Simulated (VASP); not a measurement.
# MgO2 (Pnma) in VASP: a series of runs

The runs below take MgO2 through single point, with PBEsol.

All numbers are computed with VASP 6.6.1; they aren't measurements. Logs are shortened: lines on timing, memory, paths and dates and some standing lists are left out, and cuts for length are marked.

## 1. The cell of the first run

It takes space group Pnma (No. 62, orthorhombic). Conventional cell: a = 7.622 Å, b = 3.151 Å, c = 4.885 Å, α = 90.00°, β = 90.00°, γ = 90.00°. Within 2.7 Å of Mg (site symmetry m) lie 6 O at 2.04 to 2.12 Å. O (site symmetry m) has 1 O at 1.47 Å and 3 Mg at 2.04 to 2.09 Å within 2.1 Å. O (site symmetry m) has 1 O at 1.47 Å within 2.0 Å.

## 2. Single point, PBEsol

File INCAR:

```
SYSTEM = MgO2
PREC     = Accurate       ! precision mode
ENCUT    = 520            ! plane-wave cutoff, eV
EDIFF    = 1E-6           ! SCF threshold, eV
ISMEAR   = 0              ! smearing method
SIGMA    = 0.02           ! smearing width, eV
LREAL    = .False.        ! projectors in reciprocal space
LASPH    = .True.         ! aspherical terms in the spheres
NELM     = 100            ! most SCF steps
ALGO     = Normal         ! electronic algorithm
ISIF     = 2              ! what is computed and relaxed
LWAVE    = .False.        ! write WAVECAR
LCHARG   = .False.        ! write CHGCAR
GGA      = PS             ! functional
NBANDS   = 40             ! bands
```

File KPOINTS:

```
regular mesh
0
Gamma
  4 8 6
  0 0 0
```

File POSCAR:

```
MgO2
1.0
    7.6218560913      0.0000000000      0.0000000000
    0.0000000000      3.1513739299      0.0000000000
    0.0000000000      0.0000000000      4.8852896130
Mg O
4 8
Direct
    0.1263377367      0.2500000000      1.2943344714
    0.8736622633      0.7500000000     -0.2943344714
    0.3736622633      0.7500000000      0.7943344714
    0.6263377367      0.2500000000      0.2056655286
    0.7065907475      0.2500000000     -0.3962850574
    0.2934092525      0.7500000000      1.3962850574
    0.7934092525      0.7500000000      0.1037149426
    0.2065907475      0.2500000000      0.8962850574
    1.0531341108      0.2500000000      0.7124633433
   -0.0531341108      0.7500000000      0.2875366567
    0.4468658892      0.7500000000      0.2124633433
    0.5531341108      0.2500000000      0.7875366567
```

Potentials or basis: VASP PAW PBE potentials, release 64 (Mg, O).

On the command line:

```sh
cat potpaw_PBE.64/Mg/POTCAR potpaw_PBE.64/O/POTCAR > POTCAR
mpirun -np 1 vasp_std > vasp.out
```

OUTCAR:

```text
SYSTEM = MgO2
   PREC = Accurate
   ENCUT = 520
   EDIFF = 1E-6
   ISMEAR = 0
   LREAL = .False.
   LASPH = .True.
   NELM = 100
   ISIF = 2
   GGA = PS

 ion  position               nearest neighbor table
   1  0.126  0.250  0.294-   8 2.04   6 2.09   6 2.09  10 2.09  10 2.09   9 2.12   2 3.20   2 3.20
                             3 3.46   3 3.46   3 3.46   3 3.46
   2  0.874  0.750  0.706-   7 2.04   5 2.09   5 2.09   9 2.09   9 2.09  10 2.12   1 3.20   1 3.20
                             4 3.46   4 3.46   4 3.46   4 3.46
   3  0.374  0.750  0.794-   6 2.04   8 2.09   8 2.09  12 2.09  12 2.09  11 2.12   4 3.20   4 3.20
                             1 3.46   1 3.46   1 3.46   1 3.46
   4  0.626  0.250  0.206-   5 2.04   7 2.09   7 2.09  11 2.09  11 2.09  12 2.12   3 3.20   3 3.20
                             2 3.46   2 3.46   2 3.46   2 3.46
   5  0.707  0.250  0.604-  12 1.47   4 2.04   2 2.09   2 2.09
   6  0.293  0.750  0.396-  11 1.47   3 2.04   1 2.09   1 2.09
   7  0.793  0.750  0.104-  10 1.47   2 2.04   4 2.09   4 2.09
   8  0.207  0.250  0.896-   9 1.47   1 2.04   3 2.09   3 2.09
   9  0.053  0.250  0.712-   8 1.47   2 2.09   2 2.09   1 2.12
  10  0.947  0.750  0.288-   7 1.47   1 2.09   1 2.09   2 2.12
  11  0.447  0.750  0.212-   6 1.47   4 2.09   4 2.09   3 2.12
  12  0.553  0.250  0.788-   5 1.47   3 2.09   3 2.09   4 2.12

  LATTYP: Found a simple orthorhombic cell.
 ALAT       =     3.1513739299
 B/A-ratio  =     1.5502094393
 C/A-ratio  =     2.4185819458

  Lattice vectors:

 A1 = (   0.0000000000,   3.1513739299,   0.0000000000)
 A2 = (   0.0000000000,   0.0000000000,   4.8852896130)
 A3 = (   7.6218560913,   0.0000000000,   0.0000000000)

Analysis of symmetry for initial positions (statically):
=====================================================================
 Subroutine PRICEL returns:
 Original cell was already a primitive cell.

 Routine SETGRP: Setting up the symmetry group for a
 simple orthorhombic supercell.

 Subroutine GETGRP returns: Found  8 space group operations
 (whereof  2 operations were pure point group operations)
 out of a pool of  8 trial point group operations.

The static configuration has the point symmetry S_2 .
 The point group associated with its full space group is D_2h.

Analysis of symmetry for dynamics (positions and initial velocities):
=====================================================================
 Subroutine PRICEL returns:
 Original cell was already a primitive cell.

 Routine SETGRP: Setting up the symmetry group for a
[... 140 lines left out ...]
   EMIN   =  10.00;   EMAX   =-10.00  energy-range for DOS
   EFERMI =   0.00;   METHOD = LEGACY
   ISMEAR =     0;   SIGMA  =   0.02  broadening in eV -4-tet -1-fermi 0-gaus
   EFERMI_NEDOS =   21; number of points for ismear=-14 and -15
   IALGO  =     38    algorithm
   IMIX   =      4    mixing-type and parameters
     AMIX     =   0.40;   BMIX     =  1.00
     AMIX_MAG =   1.60;   BMIX_MAG =  1.00
  volume/ion in A,a.u.               =       9.78        65.99
  Fermi-wavevector in a.u.,A,eV,Ry     =   1.279344  2.417609 22.268925  1.636720
  Thomas-Fermi vector in A             =   2.411834
   LORBIT       =      0    0 simple, 1 ext, 2 COOP (PROOUT), +10 PAW based schemes
   GGA     = PS    functional components
   LHFCALC =     F    Hartree Fock is set to
   AEXX    =    0.0000 exact exchange contribution
   IVDW    =     0    specifies the selected vdW correction
   LEPSILON=     F    determine dielectric tensor
   LRPA    =     F    only Hartree local field effects (RPA)
 non-spin polarized calculation
 Gauss-broadening in eV      SIGMA  =   0.02
  energy-cutoff  :      520.00
  volume of cell :      117.34
 maximum number of plane-waves:      3184
 NGX is ok and might be reduce to    60
   NGX = 29   NGY = 11   NGZ = 19

 number of electron      56.0000005 magnetization

 Free energy of the ion-electron system (eV)
  ---------------------------------------------------
  ext. energy  EPLUGINS =         0.00000000
  ---------------------------------------------------
  free energy    TOTEN  =       -69.15362479 eV

  energy without entropy =      -69.15362479  energy(sigma->0) =      -69.15362479

 E-fermi :   3.0974     XC(G=0): -10.7830

 val. band max:        2.9139128518   @ k =   0.0000   0.0000   0.5000
 cond. band min:       5.9229183275   @ k =   0.0000   0.0000   0.0000
 fundamental gap:      3.0090054756
 Fermi energy:         3.0973666728

 k-point     1 :       0.0000    0.0000    0.0000
  band No.  band energies     occupation
      1     -18.5975      2.00000
      2     -18.1125      2.00000
      3     -18.0256      2.00000
      4     -17.8744      2.00000
      5     -12.6228      2.00000
      6     -12.1133      2.00000
[... 1021 lines left out ...]
     39      14.2900      0.00000
     40      14.2900      0.00000

 [... further k-points ...]

------------------------ aborting loop because EDIFF is reached ----------------------------------------

  FORCE on cell =-STRESS in cart. coord.  units (eV):
  Direction    XX          YY          ZZ          XY          YZ          ZX
  --------------------------------------------------------------------------------------
  -------------------------------------------------------------------------------------
  Total        0.2763848     -0.5463339      0.0399657      0.0000000      0.0000000      0.0000000
  in kB        3.7737555     -7.4596377      0.5456912      0.0000000      0.0000000      0.0000000
  external PRESSURE =      -1.0467303 kB  Pullay stress =       0.0000000 kB

 VOLUME and BASIS-vectors are now :
 -----------------------------------------------------------------------------
  energy-cutoff  :      520.00
  volume of cell :      117.34
      direct lattice vectors                 reciprocal lattice vectors
     7.621856091  0.000000000  0.000000000     0.131201638  0.000000000  0.000000000
     0.000000000  3.151373930  0.000000000     0.000000000  0.317321912  0.000000000
     0.000000000  0.000000000  4.885289613     0.000000000  0.000000000  0.204696155

 POSITION                                       TOTAL-FORCE (eV/Angst)
 -----------------------------------------------------------------------------------
      0.96293      0.78784      1.43791        -0.001866      0.000000      0.010245
      6.65893      2.36353      3.44738         0.001866      0.000000     -0.010245
      2.84800      2.36353      3.88055         0.001866      0.000000      0.010245
      4.77386      0.78784      1.00474        -0.001866     -0.000000     -0.010245
      5.38553      0.78784      2.94932         0.157931     -0.000000     -0.121445
      2.23632      2.36353      1.93597        -0.157931      0.000000      0.121445
      6.04725      2.36353      0.50668        -0.157931      0.000000     -0.121445
      1.57460      0.78784      4.37861         0.157931     -0.000000      0.121445
      0.40498      0.78784      3.48059        -0.164367      0.000000     -0.122068
      7.21688      2.36353      1.40470         0.164367      0.000000      0.122068
      3.40595      2.36353      1.03794         0.164367     -0.000000     -0.122068
      4.21591      0.78784      3.84734        -0.164367      0.000000      0.122068
 -----------------------------------------------------------------------------------
    total drift:                                0.000000     -0.000000      0.000000

  FREE ENERGIE OF THE ION-ELECTRON SYSTEM (eV)
  ---------------------------------------------------
  free  energy   TOTEN  =       -69.1536247862 eV

  energy  without entropy=      -69.1536247862  energy(sigma->0) =      -69.15362479
```

Wall time 3 min (1 thread of Intel Xeon Platinum 8488C (Sapphire Rapids), shared host); peak memory 0.34 GiB.

What came out:

```
Free energy            : -69.1536 eV
Pressure               : -0.1 GPa
Largest force          : 0.205 eV/Å
Band gap on the k mesh : 3.01 eV (least direct gap 3.03 eV)
```

Forces in eV/Å, atoms in the order of the input:
```
Mg  -0.002  0.000  0.010
Mg   0.002  0.000 -0.010
Mg   0.002  0.000  0.010
Mg  -0.002  0.000 -0.010
O    0.158  0.000 -0.121
O   -0.158  0.000  0.121
O   -0.158  0.000 -0.121
O    0.158  0.000  0.121
O   -0.164  0.000 -0.122
O    0.164  0.000  0.122
O    0.164  0.000 -0.122
O   -0.164  0.000  0.122
```

Caveat: the PAW data sets were made with another functional, which shifts forces and pressure a little.

## 3. Single point, PBEsol

File INCAR:

```
  PREC = Accurate
  ENCUT = 520
  EDIFF = 1E-6
  ISMEAR = 0
  SIGMA = 0.02
  LREAL = False
  LASPH = True
  NELM = 60
  ALGO = Normal
  ISIF = 2
  LWAVE = False
  LCHARG = True
  GGA = PS
  LELF = True
  LVHAR = True
  NBANDS = 40
```

File KPOINTS:

```
Automatic mesh
0
Gamma
  4 8 6
```

POSCAR is that of step 2.

Potentials or basis: VASP PAW PBE potentials, release 64 (Mg, O).

On the command line:

```sh
cat potpaw_PBE.64/Mg/POTCAR potpaw_PBE.64/O/POTCAR > POTCAR
mpirun -np 1 vasp_std > vasp.out
```

OUTCAR:

```text
PREC = Accurate
   ENCUT = 520
   EDIFF = 1E-6
   ISMEAR = 0
   LREAL = False
   LASPH = True
   NELM = 60
   ISIF = 2
   GGA = PS

 ion  position               nearest neighbor table
   1  0.126  0.250  0.294-   8 2.04   6 2.09   6 2.09  10 2.09  10 2.09   9 2.12   2 3.20   2 3.20
                             3 3.46   3 3.46   3 3.46   3 3.46
   2  0.874  0.750  0.706-   7 2.04   5 2.09   5 2.09   9 2.09   9 2.09  10 2.12   1 3.20   1 3.20
                             4 3.46   4 3.46   4 3.46   4 3.46
   3  0.374  0.750  0.794-   6 2.04   8 2.09   8 2.09  12 2.09  12 2.09  11 2.12   4 3.20   4 3.20
                             1 3.46   1 3.46   1 3.46   1 3.46
   4  0.626  0.250  0.206-   5 2.04   7 2.09   7 2.09  11 2.09  11 2.09  12 2.12   3 3.20   3 3.20
                             2 3.46   2 3.46   2 3.46   2 3.46
   5  0.707  0.250  0.604-  12 1.47   4 2.04   2 2.09   2 2.09
   6  0.293  0.750  0.396-  11 1.47   3 2.04   1 2.09   1 2.09
   7  0.793  0.750  0.104-  10 1.47   2 2.04   4 2.09   4 2.09
   8  0.207  0.250  0.896-   9 1.47   1 2.04   3 2.09   3 2.09
   9  0.053  0.250  0.712-   8 1.47   2 2.09   2 2.09   1 2.12
[... 1252 lines left out ...]

------------------------ aborting loop because EDIFF is reached ----------------------------------------

  FORCE on cell =-STRESS in cart. coord.  units (eV):
  Direction    XX          YY          ZZ          XY          YZ          ZX
  --------------------------------------------------------------------------------------
  -------------------------------------------------------------------------------------
  Total        0.2763848     -0.5463339      0.0399657      0.0000000      0.0000000      0.0000000
  in kB        3.7737555     -7.4596377      0.5456912      0.0000000      0.0000000      0.0000000
  external PRESSURE =      -1.0467303 kB  Pullay stress =       0.0000000 kB

 VOLUME and BASIS-vectors are now :
 -----------------------------------------------------------------------------
  energy-cutoff  :      520.00
  volume of cell :      117.34
      direct lattice vectors                 reciprocal lattice vectors
     7.621856091  0.000000000  0.000000000     0.131201638  0.000000000  0.000000000
     0.000000000  3.151373930  0.000000000     0.000000000  0.317321912  0.000000000
     0.000000000  0.000000000  4.885289613     0.000000000  0.000000000  0.204696155

 POSITION                                       TOTAL-FORCE (eV/Angst)
 -----------------------------------------------------------------------------------
      0.96293      0.78784      1.43791        -0.001866      0.000000      0.010245
      6.65893      2.36353      3.44738         0.001866      0.000000     -0.010245
      2.84800      2.36353      3.88055         0.001866      0.000000      0.010245
      4.77386      0.78784      1.00474        -0.001866     -0.000000     -0.010245
      5.38553      0.78784      2.94932         0.157931     -0.000000     -0.121445
      2.23632      2.36353      1.93597        -0.157931      0.000000      0.121445
      6.04725      2.36353      0.50668        -0.157931      0.000000     -0.121445
      1.57460      0.78784      4.37861         0.157931     -0.000000      0.121445
      0.40498      0.78784      3.48059        -0.164367      0.000000     -0.122068
      7.21688      2.36353      1.40470         0.164367      0.000000      0.122068
      3.40595      2.36353      1.03794         0.164367     -0.000000     -0.122068
      4.21591      0.78784      3.84734        -0.164367      0.000000      0.122068
 -----------------------------------------------------------------------------------
    total drift:                                0.000000     -0.000000      0.000000

  FREE ENERGIE OF THE ION-ELECTRON SYSTEM (eV)
  ---------------------------------------------------
  free  energy   TOTEN  =       -69.1536247862 eV

  energy  without entropy=      -69.1536247862  energy(sigma->0) =      -69.15362479
```

OSZICAR:

```text
N       E                     dE             d eps       ncg     rms          rms(c)
DAV:   1     0.317361207343E+03    0.31736E+03   -0.29556E+04  4800   0.131E+03
DAV:   2    -0.527953177314E+02   -0.37016E+03   -0.35919E+03  5968   0.291E+02
DAV:   3    -0.740662554075E+02   -0.21271E+02   -0.21112E+02  6056   0.735E+01
DAV:   4    -0.742344331729E+02   -0.16818E+00   -0.16804E+00  5888   0.711E+00
DAV:   5    -0.742357894210E+02   -0.13562E-02   -0.13561E-02  5944   0.608E-01    0.162E+01
DAV:   6    -0.696820169379E+02    0.45538E+01   -0.99876E+00  5664   0.153E+01    0.727E+00
DAV:   7    -0.691923762003E+02    0.48964E+00   -0.96753E-01  5760   0.533E+00    0.321E+00
DAV:   8    -0.691511160904E+02    0.41260E-01   -0.16892E-01  5512   0.281E+00    0.439E-01
DAV:   9    -0.691534938732E+02   -0.23778E-02   -0.27906E-02  5728   0.813E-01    0.226E-01
DAV:  10    -0.691535414958E+02   -0.47623E-04   -0.27969E-03  5872   0.281E-01    0.452E-02
DAV:  11    -0.691536256137E+02   -0.84118E-04   -0.16749E-04  6088   0.739E-02    0.246E-02
DAV:  12    -0.691536237994E+02    0.18143E-05   -0.55868E-05  5728   0.370E-02    0.491E-03
DAV:  13    -0.691536247862E+02   -0.98684E-06   -0.16359E-06  4112   0.657E-03
   1 F= -.69153625E+02 E0= -.69153625E+02  d E =-.338389E-40
```

stdout:

```text
POSCAR found type information on POSCAR MgO
 POSCAR found :  2 types and      12 ions
 scaLAPACK will be used
 -----------------------------------------------------------------------------
|                                                                             |
|                                                                             |
|     You enforced a specific xc type in the INCAR file but a different       |
|     I HOPE YOU KNOW WHAT YOU ARE DOING!                                     |
|                                                                             |
 -----------------------------------------------------------------------------

 LDA part: xc-table for (Slater+PW92), standard interpolation
 POSCAR, INCAR and KPOINTS ok, starting setup
 FFT: planning ... GRIDC
 FFT: planning ... GRID_SOFT
 FFT: planning ... GRID
 WAVECAR not read
 entering main loop
```

Run time: 2.9 min. Hardware: 1 thread of Intel Xeon Platinum 8488C (Sapphire Rapids), shared host; peak memory 0.34 GiB.

What came out:

```yaml
Free_energy: -69.1536 eV
Pressure: -0.1 GPa
Largest_force: 0.205 eV/Å
Band_gap_on_the_k_mesh: 3.01 eV (least direct gap 3.03 eV)
```

Forces in eV/Å, atoms in the order of the input:
```
Mg  -0.002  0.000  0.010
Mg   0.002  0.000 -0.010
Mg   0.002  0.000  0.010
Mg  -0.002  0.000 -0.010
O    0.158  0.000 -0.121
O   -0.158  0.000  0.121
O   -0.158  0.000 -0.121
O    0.158  0.000  0.121
O   -0.164  0.000 -0.122
O    0.164  0.000  0.122
O    0.164  0.000 -0.122
O   -0.164  0.000  0.122
```

Levels at points of the mesh, in eV from the valence-band top:
```csv
k point,band 24,band 25,band 26,band 27,band 28,band 29,band 30,band 31,band 32,band 33
"(0.00, 0.00, 0.00)",-0.63,-0.51,-0.32,-0.16,-0.16,3.01,3.61,4.57,5.23,5.26
"(0.50, 0.00, 0.00)",-0.50,-0.50,-0.50,-0.14,-0.14,3.75,3.75,4.16,4.16,6.33
"(0.00, 0.50, 0.00)",-1.63,-0.99,-0.99,-0.11,-0.11,3.53,3.53,5.04,5.04,8.60
"(0.50, 0.50, 0.00)",-1.83,-0.61,-0.61,-0.61,-0.61,4.31,4.31,4.31,4.31,8.96
"(0.00, 0.00, 0.50)",-0.62,-0.32,-0.32,0.00,0.00,3.03,3.03,4.98,4.98,6.62
"(0.50, 0.00, 0.50)",-0.70,-0.59,-0.59,-0.02,-0.02,3.70,3.70,4.29,4.29,6.55
"(0.00, 0.50, 0.50)",-1.21,-1.17,-1.17,-0.41,-0.41,3.56,3.56,5.04,5.04,8.55
"(0.50, 0.50, 0.50)",-1.37,-0.80,-0.80,-0.80,-0.80,4.26,4.26,4.26,4.26,9.22
```

Caveat: the PAW data sets were made with another functional, which shifts forces and pressure a little.
